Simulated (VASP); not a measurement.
# HfTi2Ge3 (Cmcm) in VASP: single point with PBE

Aim: the single point of HfTi2Ge3 with PBE.

All numbers are computed with VASP 6.6.1; they aren't measurements. Logs are shortened: lines on timing, memory, paths and dates and some standing lists are left out, and cuts for length are marked.

## (1) The cell of the first run

It takes space group Cmcm (No. 63, orthorhombic). The conventional cell has a = 10.904 Å, b = 9.718 Å, c = 3.735 Å, α = 90.00°, β = 90.00°, γ = 90.00°. Within 3.5 Å of Hf (site symmetry m2m) lie 7 Ge at 2.64 to 2.98 Å and 2 Hf at 3.31 Å and 4 Ti at 3.34 Å. Within 3.4 Å of Ti (site symmetry m) lie 7 Ge at 2.58 to 2.88 Å and 4 Ti at 3.32 to 3.39 Å and 2 Hf at 3.34 Å. Within 3.3 Å of Ge (site symmetry m2m) lie 2 Ge at 2.53 Å and 6 Ti at 2.64 to 2.85 Å and 1 Hf at 2.64 Å. Ge (site symmetry m) has 4 Ti at 2.58 to 2.88 Å and 10 Ge at 2.61 to 4.09 Å and 3 Hf at 2.72 to 2.98 Å within 4.1 Å.

## (2) Single point, PBE (16.49 Å³/atom)

File INCAR:

```
SYSTEM = HfTi2Ge3
PREC = Accurate
ENCUT = 520
EDIFF = 1E-7
ISMEAR = 0
SIGMA = 0.1
LREAL = .FALSE.
LASPH = .TRUE.
NELM = 60
ALGO = Normal
ISIF = 2
LWAVE = .FALSE.
LCHARG = .TRUE.
GGA = PE
LELF = .TRUE.
LVHAR = .TRUE.
NBANDS = 88
```

File KPOINTS:

```
regular mesh
0
G
  4 4 8
  0 0 0
```

File POSCAR:

```
HfTi2Ge3
1.0
    5.4520588808     -4.8589407165      0.0000000000
    5.4520588808      4.8589407165      0.0000000000
    0.0000000000      0.0000000000      3.7352990933
Hf Ti Ge
2 4 6
Direct
    0.1406547465      0.8593452535      0.2500000000
    0.8593452535      0.1406547465      0.7500000000
    0.4771436271      0.1951395997      0.2500000000
    0.1951395997      0.4771436271      0.7500000000
    0.5228563729      0.8048604003      0.7500000000
    0.8048604003      0.5228563729      0.2500000000
    0.4119429190      0.5880570810      0.2500000000
    0.5880570810      0.4119429190      0.7500000000
    0.2698751698      0.0819247164      0.7500000000
    0.0819247164      0.2698751698      0.2500000000
    0.7301248302      0.9180752836      0.2500000000
    0.9180752836      0.7301248302      0.7500000000
```

Potentials or basis: VASP PAW PBE potentials, release 64 (Hf_pv, Ti_sv, Ge_d).

Command:

```bash
$ cat potpaw_PBE.64/Hf_pv/POTCAR potpaw_PBE.64/Ti_sv/POTCAR potpaw_PBE.64/Ge_d/POTCAR > POTCAR
$ mpirun -np 1 vasp_std > vasp.out
```

OUTCAR:

```text
SYSTEM = HfTi2Ge3
   PREC = Accurate
   ENCUT = 520
   EDIFF = 1E-7
   ISMEAR = 0
   LREAL = .FALSE.
   LASPH = .TRUE.
   NELM = 60
   ISIF = 2
   GGA = PE

 ion  position               nearest neighbor table
   1  0.141  0.859  0.250-   7 2.64   9 2.72  12 2.72   9 2.72  12 2.72  11 2.98  10 2.98   2 3.31
                             2 3.31   4 3.34   5 3.34   4 3.34   5 3.34
   2  0.859  0.141  0.750-   8 2.64  10 2.72  11 2.72  10 2.72  11 2.72   9 2.98  12 2.98   1 3.31
                             1 3.31   3 3.34   6 3.34   3 3.34   6 3.34
   3  0.477  0.195  0.250-  11 2.58   9 2.60   9 2.60   8 2.64   8 2.64   7 2.85  10 2.88   2 3.34
                             2 3.34
   4  0.195  0.477  0.750-  12 2.58  10 2.60  10 2.60   7 2.64   7 2.64   8 2.85   9 2.88   1 3.34
                             1 3.34
   5  0.523  0.805  0.750-   9 2.58  11 2.60  11 2.60   7 2.64   7 2.64   8 2.85  12 2.88   1 3.34
                             1 3.34
   6  0.805  0.523  0.250-  10 2.58  12 2.60  12 2.60   8 2.64   8 2.64   7 2.85  11 2.88   2 3.34
                             2 3.34
   7  0.412  0.588  0.250-   8 2.53   8 2.53   4 2.64   4 2.64   5 2.64   5 2.64   1 2.64   3 2.85
                             6 2.85
   8  0.588  0.412  0.750-   7 2.53   7 2.53   3 2.64   3 2.64   6 2.64   6 2.64   2 2.64   5 2.85
                             4 2.85
   9  0.270  0.082  0.750-   5 2.58   3 2.60   3 2.60  10 2.61  10 2.61   1 2.72   1 2.72   4 2.88
                             2 2.98
  10  0.082  0.270  0.250-   6 2.58   4 2.60   4 2.60   9 2.61   9 2.61   2 2.72   2 2.72   3 2.88
                             1 2.98
  11  0.730  0.918  0.250-   3 2.58   5 2.60   5 2.60  12 2.61  12 2.61   2 2.72   2 2.72   6 2.88
                             1 2.98
  12  0.918  0.730  0.750-   4 2.58   6 2.60   6 2.60  11 2.61  11 2.61   1 2.72   1 2.72   5 2.88
                             2 2.98

  LATTYP: Found a base centered orthorhombic cell.
 ALAT       =     9.7178814330
 B/A-ratio  =     1.1220673803
 C/A-ratio  =     0.3843738081

  Lattice vectors:

 A1 = (  -5.4520588808,  -4.8589407165,   0.0000000000)
 A2 = (   5.4520588808,  -4.8589407165,   0.0000000000)
 A3 = (   0.0000000000,   0.0000000000,   3.7352990933)

Analysis of symmetry for initial positions (statically):
=====================================================================
 Subroutine PRICEL returns:
 Original cell was already a primitive cell.

 Routine SETGRP: Setting up the symmetry group for a
 base centered orthorhombic supercell.

 Subroutine GETGRP returns: Found  8 space group operations
 (whereof  4 operations were pure point group operations)
 out of a pool of  8 trial point group operations.

The static configuration has the point symmetry C_2h.
 The point group associated with its full space group is D_2h.

Analysis of symmetry for dynamics (positions and initial velocities):
=====================================================================
 Subroutine PRICEL returns:
 Original cell was already a primitive cell.

 Routine SETGRP: Setting up the symmetry group for a
 base centered orthorhombic supercell.

 Subroutine GETGRP returns: Found  8 space group operations
 (whereof  4 operations were pure point group operations)
 out of a pool of  8 trial point group operations.

The dynamic configuration has the point symmetry C_2h.
 The point group associated with its full space group is D_2h.

 Subroutine INISYM returns: Found  8 space group operations
 (whereof  4 operations are pure point group operations),
 and found     1 'primitive' translations

----------------------------------------------------------------------------------------

                                     Primitive cell

  volume of cell :     197.9053

  direct lattice vectors                    reciprocal lattice vectors
     5.452058881 -4.858940717  0.000000000     0.091708474 -0.102903087  0.000000000
     5.452058881  4.858940717  0.000000000     0.091708474  0.102903087  0.000000000
     0.000000000  0.000000000  3.735299093     0.000000000  0.000000000  0.267716179

  length of vectors
[... 28 lines left out ...]
                11          11
                12          12

----------------------------------------------------------------------------------------

 KPOINTS: regular mesh

Automatic generation of k-mesh.
 Grid dimensions read from file:
 generate k-points for:    4    4    8

 Generating k-lattice:

  Cartesian coordinates                     Fractional coordinates (reciprocal lattice)
     0.022927118 -0.025725772  0.000000000     0.250000000  0.000000000  0.000000000
     0.022927118  0.025725772  0.000000000     0.000000000  0.250000000  0.000000000
     0.000000000  0.000000000  0.033464522     0.000000000  0.000000000  0.125000000

  Length of vectors
     0.034459659  0.034459659  0.033464522

  Shift w.r.t. Gamma in fractional coordinates (k-lattice)
     0.000000000  0.000000000  0.000000000

 Subroutine IBZKPT returns following result:
 ===========================================

 Found     35 irreducible k-points:

 Following reciprocal coordinates:
            Coordinates               Weight
  0.000000  0.000000  0.000000      1.000000
  0.250000  0.000000  0.000000      4.000000
  0.500000  0.000000  0.000000      2.000000
  0.250000  0.250000  0.000000      2.000000
  0.500000  0.250000  0.000000      4.000000
 -0.250000  0.250000  0.000000      2.000000
[... 16 lines left out ...]
  0.250000  0.000000  0.375000      8.000000
  0.500000  0.000000  0.375000      4.000000
 [... further k-points ...]
   k-points           NKPTS =     35   k-points in BZ     NKDIM =     35   number of bands    NBANDS=     88
   number of dos      NEDOS =    301   number of ions     NIONS =     12
   total plane-waves  NPLWV =  81648
   dimension x,y,z NGX =    54 NGY =   54 NGZ =   28
   dimension x,y,z NGXF=   108 NGYF=  108 NGZF=   56
   ions per type =               2   4   6
   NGX,Y,Z   is equivalent  to a cutoff of  12.29, 12.29, 12.46 a.u.
   NGXF,Y,Z  is equivalent  to a cutoff of  24.59, 24.59, 24.92 a.u.
 SYSTEM =  HfTi2Ge3
   PREC   = accura    normal or accurate (medium, high low for compatibility)
   ISTART =      0    job   : 0-new  1-cont  2-samecut
   ICHARG =      2    charge: 1-file 2-atom 10-const
   ISPIN  =      1    spin polarized calculation?
   LNONCOLLINEAR =      F non collinear calculations
   LSORBIT =      F    spin-orbit coupling
   LASPH  =      T    aspherical Exc in radial PAW
   ENCUT  =  520.0 eV  38.22 Ry    6.18 a.u.  13.58 13.58  6.95*2*pi/ulx,y,z
   NELM   =     60;   NELMIN=  2; NELMDL= -5     # of ELM steps
   EDIFF  = 0.1E-06   stopping-criterion for ELM
   LREAL  =      F    real-space projection
   EDIFFG = 0.1E-05   stopping-criterion for IOM
   NSW    =      0    number of steps for IOM
   IBRION =     -1    ionic relax: 0-MD 1-quasi-New 2-CG
   NFREE  =      0    steps in history (QN), initial steepest desc. (CG)
   ISIF   =      2    stress and relaxation
   ISYM   =      2    0-nonsym 1-usesym 2-fastsym
   POTIM  = 0.5000    time-step for ionic-motion
   TEBEG  =    0.0;   TEEND  =   0.0 temperature during run
   PSTRESS=    0.0 pullay stress
   NELECT =     152.0000    total number of electrons
   NUPDOWN=      -1.0000    fix difference up-down
   EMIN   =  10.00;   EMAX   =-10.00  energy-range for DOS
   EFERMI =   0.00;   METHOD = LEGACY
   ISMEAR =     0;   SIGMA  =   0.10  broadening in eV -4-tet -1-fermi 0-gaus
   EFERMI_NEDOS =   21; number of points for ismear=-14 and -15
   IALGO  =     38    algorithm
   IMIX   =      4    mixing-type and parameters
     AMIX     =   0.40;   BMIX     =  1.00
     AMIX_MAG =   1.60;   BMIX_MAG =  1.00
  volume/ion in A,a.u.               =      16.49       111.29
  Fermi-wavevector in a.u.,A,eV,Ry     =   1.499237  2.833146 30.581958  2.247711
  Thomas-Fermi vector in A             =   2.610892
   LORBIT       =      0    0 simple, 1 ext, 2 COOP (PROOUT), +10 PAW based schemes
   GGA     = PE    functional components
   LHFCALC =     F    Hartree Fock is set to
   AEXX    =    0.0000 exact exchange contribution
   IVDW    =     0    specifies the selected vdW correction
   LEPSILON=     F    determine dielectric tensor
   LRPA    =     F    only Hartree local field effects (RPA)
 non-spin polarized calculation
 Gauss-broadening in eV      SIGMA  =   0.10
  energy-cutoff  :      520.00
  volume of cell :      197.91
 maximum number of plane-waves:      5366
   NGX = 27   NGY = 27   NGZ = 13

 number of electron     151.9999930 magnetization

 Free energy of the ion-electron system (eV)
  ---------------------------------------------------
  ext. energy  EPLUGINS =         0.00000000
  ---------------------------------------------------
  free energy    TOTEN  =       -85.27386627 eV

  energy without entropy =      -85.25286601  energy(sigma->0) =      -85.26336614

 E-fermi :   8.4556     XC(G=0): -12.0057

 val. band max:        8.4523373871   @ k =   0.5000   0.2500   0.1250
 cond. band min:       8.4633107601   @ k =   0.2500   0.2500   0.0000
 fundamental gap:      0.0109733731
 Fermi energy:         8.4555977522

 k-point     1 :       0.0000    0.0000    0.0000
  band No.  band energies     occupation
      1     -48.6367      2.00000
      2     -48.6287      2.00000
      3     -48.6264      2.00000
      4     -48.6218      2.00000
      5     -25.0012      2.00000
      6     -24.9527      2.00000
[... 2173 lines left out ...]
     87      10.5966      0.00000
     88      10.7340      0.00000

 [... further k-points ...]
[... 5 lines left out ...]
  --------------------------------------------------------------------------------------
  -------------------------------------------------------------------------------------
  Total        4.9955294      5.0249856      5.0234118      0.0000000     -0.0000000      0.0000000
  in kB       40.4421826     40.6806501     40.6679095      0.0000000     -0.0000000      0.0000000
  external PRESSURE =      40.5969141 kB  Pullay stress =       0.0000000 kB

 VOLUME and BASIS-vectors are now :
 -----------------------------------------------------------------------------
  energy-cutoff  :      520.00
  volume of cell :      197.91
      direct lattice vectors                 reciprocal lattice vectors
     5.452058881 -4.858940717  0.000000000     0.091708474 -0.102903087  0.000000000
     5.452058881  4.858940717  0.000000000     0.091708474  0.102903087  0.000000000
     0.000000000  0.000000000  3.735299093     0.000000000  0.000000000  0.267716179

 POSITION                                       TOTAL-FORCE (eV/Angst)
 -----------------------------------------------------------------------------------
      5.45206      3.49207      0.93382        -0.000000      0.009572      0.000000
      5.45206     -3.49207      2.80147        -0.000000     -0.009572      0.000000
      3.66533     -1.37024      0.93382         0.004229     -0.004509      0.000000
      3.66533      1.37024      2.80147         0.004229      0.004509     -0.000000
      7.23879      1.37024      2.80147        -0.004229      0.004509     -0.000000
      7.23879     -1.37024      0.93382        -0.004229     -0.004509      0.000000
      5.45206      0.85573      0.93382        -0.000000      0.017193      0.000000
      5.45206     -0.85573      2.80147        -0.000000     -0.017193     -0.000000
      1.91803     -0.91324      2.80147        -0.024369     -0.002138      0.000000
      1.91803      0.91324      0.93382        -0.024369      0.002138      0.000000
      8.98608      0.91324      0.93382         0.024369      0.002138      0.000000
      8.98608     -0.91324      2.80147         0.024369     -0.002138      0.000000
 -----------------------------------------------------------------------------------
    total drift:                                0.000000      0.000000     -0.000000

  FREE ENERGIE OF THE ION-ELECTRON SYSTEM (eV)
  ---------------------------------------------------
  free  energy   TOTEN  =       -85.2738662721 eV

  energy  without entropy=      -85.2528660076  energy(sigma->0) =      -85.26336614
```

It took 32 min on 1 thread of Intel Xeon 8259CL, shared host; peak memory 0.55 GiB.

Results:

| Property | Result |
| --- | --- |
| Free energy | -85.2739 eV |
| Pressure | 4.1 GPa |
| Largest force | 0.024 eV/Å |
| Band gap on the k mesh | zero (bands 76 and 77 overlap by 0.34 eV) |

Forces in eV/Å, atoms in the order of the input:
```
Hf   0.000  0.010  0.000
Hf   0.000 -0.010  0.000
Ti   0.004 -0.005  0.000
Ti   0.004  0.005  0.000
Ti  -0.004  0.005  0.000
Ti  -0.004 -0.005  0.000
Ge   0.000  0.017  0.000
Ge   0.000 -0.017  0.000
Ge  -0.024 -0.002  0.000
Ge  -0.024  0.002  0.000
Ge   0.024  0.002  0.000
Ge   0.024 -0.002  0.000
```

Caveat: the cell stands under pressure; spin-orbit coupling is left out, which moves the levels of the heavy elements.
